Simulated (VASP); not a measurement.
A run of VASP 6.6.1 is set up as follows.

Contents of INCAR:

```
ALGO = Normal
EDIFF = 1E-6
ENCUT = 520
GGA = PS
ISIF = 2
ISMEAR = 0
LASPH = True
LCHARG = False
LREAL = False
LWAVE = False
NBANDS = 16
NELM = 60
PREC = Accurate
SIGMA = 0.05
```

The input KPOINTS:

```
k-points
0
Gamma
  9 9 6
```

The input POSCAR:

```
MgO
1.0
    3.4863778627      0.0000000000      0.0000000000
   -1.7431889314      3.0192917963      0.0000000000
    0.0000000000      0.0000000000      4.0213646742
Mg O
2 2
Direct
    0.6666666667      0.3333333333      0.7500000000
    0.3333333333      0.6666666667      0.2500000000
    0.6666666667      0.3333333333      0.2500000000
    0.3333333333      0.6666666667      0.7500000000
```

Potentials or basis: VASP PAW PBE potentials, release 64 (Mg, O).

Command:

```sh
$ cat potpaw_PBE.64/Mg/POTCAR potpaw_PBE.64/O/POTCAR > POTCAR
$ mpirun -np 1 vasp_std > vasp.out
```

Predict the band gap on the k mesh.

3.54 eV, direct.

Predict the pressure.

7.2 GPa.

Stress tensor (GPa, compression positive):
```
 3.81  0.00  0.00
 0.00  3.81  0.00
 0.00  0.00 13.92
```

Caveat: the cell differs from its parent crystal (strain -0.0375 x Voigt [0, 0, 1, 0, 0, 0]); the PAW data sets were made with another functional, which shifts forces and pressure a little.
